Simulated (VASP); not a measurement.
A run of VASP 6.6.1:

The input POSCAR:

```
SnTe
1.0
    0.0000000000      3.2209344068      3.2209344068
    3.2209344068      0.0000000000      3.2209344068
    3.2209344068      3.2209344068      0.0000000000
Sn Te
1 1
Direct
    0.0000000000      0.0000000000      0.0000000000
    0.5000000000      0.5000000000      0.5000000000
```

The input INCAR.step1:

```
PREC     = Accurate       # precision mode
ENCUT    = 520            # plane-wave cutoff, eV
ISMEAR   = -1             # smearing method
SIGMA    = 0.02           # smearing width, eV
LREAL    = F              # projectors in reciprocal space
LASPH    = T              # aspherical terms in the spheres
NELM     = 60             # most SCF steps
NBANDS   = 17             # bands
GGA      = PE             # functional
ALGO     = Normal         # electronic algorithm
EDIFF    = 1E-4           # SCF threshold, eV
LWAVE    = T              # write WAVECAR
LCHARG   = F              # write CHGCAR
```

The input INCAR.step2:

```
PREC     = Accurate       # precision mode
ENCUT    = 520            # plane-wave cutoff, eV
EDIFF    = 1E-7           # SCF threshold, eV
ISMEAR   = -1             # smearing method
SIGMA    = 0.02           # smearing width, eV
LREAL    = F              # projectors in reciprocal space
LASPH    = T              # aspherical terms in the spheres
NELM     = 60             # most SCF steps
ALGO     = Normal         # electronic algorithm
ISIF     = 2              # what is computed and relaxed
LWAVE    = F              # write WAVECAR
LCHARG   = F              # write CHGCAR
METAGGA  = R2SCAN         # meta-GGA
LMIXTAU  = T            
NBANDS   = 17             # bands
ISTART   = 1
```

The input KPOINTS:

```
regular mesh
0
Gamma
  6 6 6
```

Potentials or basis: VASP PAW PBE potentials, release 64 (Sn_d, Te).

The run is started by

```sh
$ cat potpaw_PBE.64/Sn_d/POTCAR potpaw_PBE.64/Te/POTCAR > POTCAR
$ cp INCAR.step1 INCAR
$ mpirun -np 1 vasp_std > vasp.out
$ cp INCAR.step2 INCAR
$ mpirun -np 1 vasp_std > vasp.out
```

Hardware: 1 thread of Intel(R) Xeon(R) 6975P-C (Granite Rapids) (shared host).

**Question.** Estimate the wall time of this run.

**Answer.** It took 40 s on 1 thread of Intel(R) Xeon(R) 6975P-C (Granite Rapids), with other jobs on the host, peak memory 0.21 GiB. Counts: k points 16.
